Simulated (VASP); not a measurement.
A run of VASP 6.6.1 is set up as follows.

The input INCAR:

```
SYSTEM = LiBr
PREC     = Accurate       ! precision mode
ENCUT    = 750            ! plane-wave cutoff, eV
EDIFF    = 1E-6           ! SCF threshold, eV
ISMEAR   = -1             ! smearing method
SIGMA    = 0.08           ! smearing width, eV
LREAL    = .False.        ! projectors in reciprocal space
LASPH    = .True.         ! aspherical terms in the spheres
NELM     = 120            ! most SCF steps
ALGO     = Normal         ! electronic algorithm
ISIF     = 2              ! what is computed and relaxed
LWAVE    = .False.        ! write WAVECAR
LCHARG   = .True.         ! write CHGCAR
GGA      = PE             ! functional
LELF     = .True.         ! ELF
LVHAR    = .True.       
NBANDS   = 12             ! bands
GGA_COMPAT= .False.
```

KPOINTS

```
regular mesh
0
Gamma
  12 12 12
  0 0 0
```

Contents of POSCAR:

```
LiBr
1.0
    0.0000000000      2.7910436013      2.7910436013
    2.7910436013      0.0000000000      2.7910436013
    2.7910436013      2.7910436013      0.0000000000
Li Br
1 1
Direct
    0.0000000000      0.0000000000      0.0000000000
    0.5000000000      0.5000000000      0.5000000000
```

Potentials or basis: VASP PAW PBE potentials, release 64 (Li_sv, Br).

Run with:

```bash
$ cat potpaw_PBE.64/Li_sv/POTCAR potpaw_PBE.64/Br/POTCAR > POTCAR
$ mpirun -np 1 vasp_std > vasp.out
```

Question: Estimate the band gap on the k mesh.

Answer: 4.75 eV.

Question: What does it give for the pressure?

Answer: -1.0 GPa.

A k mesh can miss the band edges.
